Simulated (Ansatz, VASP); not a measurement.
**Ti in VASP and in Ansatz**

```
Ti
1.0
     3.14603    0.00000    0.00000
     0.00000    3.14603    0.00000
     0.00000    0.00000    3.14603
Ti
2
Direct
  0.00000 0.00000 0.00000
  0.50000 0.50000 0.50000
```

Change from the starting cell: equal strain along all axes, cell held, atoms relaxed: -2.0 %.

Alike in both runs: task single point; functional PBEsol; k mesh 16 × 16 × 16; occupations gaussian, width 0.1 eV; no spin polarisation.

|  | VASP | Ansatz |
| --- | --- | --- |
| version | VASP 6.6.1 | Ansatz 0.2.0 |
| potentials or method | VASP PAW PBE potentials, release 64 (Ti_sv), cutoff 520 eV | scalar-relativistic, plane waves, PAW |
| valence electrons in the cell | 24 | 24 |

```tsv
	VASP	Ansatz	Ansatz less VASP
gap on the k mesh at the Fermi level (eV)	none	none	-
pressure (GPa)	6.9	7.5	+0.57
```

VASP's potentials were made for PBE, not for PBEsol. A gap of «none» marks a metal or a gap that the smearing closes.
